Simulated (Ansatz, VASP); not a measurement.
Two plane-wave programs on Sr

```
CELL_PARAMETERS angstrom
-2.41471 2.41471 2.41471
2.41471 -2.41471 2.41471
2.41471 2.41471 -2.41471
ATOMIC_POSITIONS crystal
Sr 0.00000 0.00000 0.00000
```

Alike in both runs: functional r2SCAN; k mesh 9 × 9 × 9; occupations fermi-dirac, width 0.1 eV; no spin polarisation.

Ansatz relaxed the structure, and its values are those at the end. VASP's run is a single point on that final structure, the one shown.

```csv
,VASP,Ansatz
version,VASP 6.6.1,Ansatz 0.2.0
potentials or method,"VASP PAW PBE potentials, release 64 (Sr_sv), cutoff 520 eV","plane waves (500 eV) with PAW, scalar-relativistic"
valence electrons in the cell,10,10
```

```csv
,VASP,Ansatz,Ansatz less VASP
pressure (GPa),0.0,0.0,-0.01
```

VASP's potentials were made for PBE, not for r2SCAN. With one functional, cell and mesh, what is left measures potentials, basis and numerics.
